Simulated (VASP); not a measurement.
Wanted: the native input for a VASP 6.6.1 run.

```
Task                   : single point
Functional             : r2SCAN
Potentials or basis    : VASP PAW PBE potentials, release 64 (As)
Cutoff                 : 520 eV
k mesh                 : 8 × 8 × 6
Occupations            : fermi-dirac, width 0.02 eV
Spin                   : no spin polarisation
Dipole correction      : no
Further INCAR settings : ALGO = Normal; EDIFF = 1e-07; NBANDS = 18
```

Crystal: As.

```xyz
4
Lattice="1.8338 -5.5609 0.0000 1.8338 5.5609 0.0000 0.0000 0.0000 4.5918" Properties=species:S:1:pos:R:3 pbc="T T T"
As    1.8338    4.3642    0.3158
As    1.8338   -1.1966    1.9801
As    1.8338   -4.3642    4.2760
As    1.8338    1.1966    2.6117
```

One way to write it, as run:

POSCAR

```
As
1.0
    1.8338257587     -5.5608500978      0.0000000000
    1.8338257587      5.5608500978      0.0000000000
    0.0000000000      0.0000000000      4.5917972154
As
4
Direct
    0.1075954018      0.8924045982      0.0687841447
    0.6075954018      0.3924045982      0.4312158553
    0.8924045982      0.1075954018      0.9312158553
    0.3924045982      0.6075954018      0.5687841447
```

INCAR.step1

```
SYSTEM = As
PREC = Accurate ; ENCUT = 520
ISMEAR = -1 ; SIGMA = 0.02
LREAL = .FALSE. ; LASPH = .TRUE.
NELM = 60 ; NBANDS = 18
GGA = PE ; ALGO = Normal
EDIFF = 1E-4 ; LWAVE = .TRUE.
LCHARG = .FALSE.
```

INCAR.step2

```
SYSTEM = As
PREC = Accurate ; ENCUT = 520
EDIFF = 1E-7 ; ISMEAR = -1
SIGMA = 0.02 ; LREAL = .FALSE.
LASPH = .TRUE. ; NELM = 60
ALGO = Normal ; ISIF = 2
LWAVE = .FALSE. ; LCHARG = .FALSE.
METAGGA = R2SCAN ; LMIXTAU = .TRUE.
NBANDS = 18 ; ISTART = 1
```

KPOINTS

```
Automatic mesh
0
G
  8 8 6
  0 0 0
```

Potentials or basis: VASP PAW PBE potentials, release 64 (As).

Run with:

```sh
$ cat potpaw_PBE.64/As/POTCAR > POTCAR
$ cp INCAR.step1 INCAR
$ mpirun -np 1 vasp_std > vasp.out
$ cp INCAR.step2 INCAR
$ mpirun -np 1 vasp_std > vasp.out
```

It gave:

| Property | Result |
| --- | --- |
| Pressure | 1.0 GPa |
| Largest force | 0.020 eV/Å |

Caveat: the PAW data sets were made with another functional, which shifts forces and pressure a little.

It took 9.4 min on 1 thread of Intel(R) Xeon(R) Platinum 8259CL CPU @ 2.50GHz (Skylake/Cascade Lake) (shared host), peak memory 0.35 GiB.
